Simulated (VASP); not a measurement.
Runs of VASP 6.6.1 on PtSe2. It takes space group P-3m1 (No. 164, trigonal). The conventional cell has a = 3.724 Å, b = 3.724 Å, c = 5.062 Å, α = 90.00°, β = 90.00°, γ = 120.00°. Pt (site symmetry -3m) has 6 Se at 2.49 Å within 3.3 Å. Within 3.4 Å of Se (site symmetry 3m) lie 3 Pt at 2.49 Å and 6 Se at 3.32 Å. 

| level | potentials or basis | gap on the mesh (eV) | pressure (GPa) | largest force (eV/Å) |
| --- | --- | --- | --- | --- |
| LDA | VASP PAW LDA potentials, release 64 (Pt, Se) | none | (a) | 0.31 |
| PBEsol | VASP PAW PBE potentials, release 64 (Pt, Se) | none | 2.6 | 0.42 |
| revPBE | VASP PAW PBE potentials, release 64 (Pt, Se) | - | 9.4 | 0.70 |
| RPBE | VASP PAW PBE potentials, release 64 (Pt, Se) | - | 10.1 | 0.72 |

Alike in all rows: task single point; no spin polarisation; cell as given; k mesh 6 × 6 × 4, shifted; cutoff (eV) 520; smearing fermi-dirac 0.3 eV.

Estimate the missing entries.

(a) 0.3.

Caveats: so wide a smearing shifts energies and pressures; spin-orbit coupling is left out, which moves the levels of the heavy elements; the PAW data sets were made with another functional, which shifts forces and pressure a little (at least some runs); the cell stands under pressure (at least some runs).

A k mesh can miss the band edges, and the runs leave out spin-orbit coupling on Pt, Se.

A gap of «none» marks levels without a gap at the run's occupations.
